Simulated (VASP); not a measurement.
W2N:

```xyz
9
Lattice="2.8352 0.0000 0.0000 -1.4176 2.4554 0.0000 0.0000 0.0000 17.6567" Properties=species:S:1:pos:R:3 pbc="T T T"
W     0.0000    0.0000    1.3364
W     0.0000    0.0000   16.3203
W     0.0000    1.6369    4.6265
W     1.4176    0.8185   13.0301
W     0.0000    1.6369    7.3664
W     1.4176    0.8185   10.2903
N     0.0000    0.0000    8.8283
N     0.0000    1.6369    2.6544
N     1.4176    0.8185   15.0023
```

| Property | Result |
| --- | --- |
| Program | VASP 6.6.1 |
| Task | relaxation of cell and atoms |
| Functional | PBEsol |
| Potentials or basis | VASP PAW PBE potentials, release 64 (W_sv, N) |
| Cutoff | 600 eV |
| k mesh | 12 × 12 × 1 |
| Occupations | gaussian, width 0.1 eV |
| Spin | no spin polarisation |

At the start: pressure -9.1 GPa; volume 13.66 Å³/atom.

Task: Where does the relaxation end?

Result: Over 8 steps the energy falls by 12.7 meV/atom and the volume is 13.23 Å³/atom (-3.1 %); space group P-3m1 (No. 164, to 0.05 Å).

The path:
```tsv
step	energy change (eV)	largest force (eV/Å)	pressure (GPa)	volume (Å³)
1	0.0000	0.2289	-9.12	122.92
2	0.7861	1.5390	31.26	109.60
3	-0.1113	0.2038	-0.42	119.30
4	-0.1114	0.2119	-0.15	119.19
5	-0.1114	0.2178	0.04	119.12
6	-0.1139	0.1365	0.22	118.86
7	-0.1142	0.0576	0.17	118.93
8	-0.1146	0.0301	-0.29	119.10
```

Final structure:
```
W N
1.0
     2.80590    0.00000    0.00000
    -1.40295    2.42998    0.00000
     0.00000    0.00000   17.46767
W N
6 3
Direct
  0.00000 0.00000 0.07564
  0.00000 0.00000 0.92436
  0.33333 0.66667 0.26254
  0.66667 0.33333 0.73746
  0.33333 0.66667 0.41711
  0.66667 0.33333 0.58289
  0.00000 0.00000 0.50000
  0.33333 0.66667 0.15033
  0.66667 0.33333 0.84967
```

Caveat: the PAW data sets were made with another functional, which shifts forces and pressure a little; the relaxation stopped at a loose force limit of 0.05 eV/Å, so its end isn't a converged minimum.
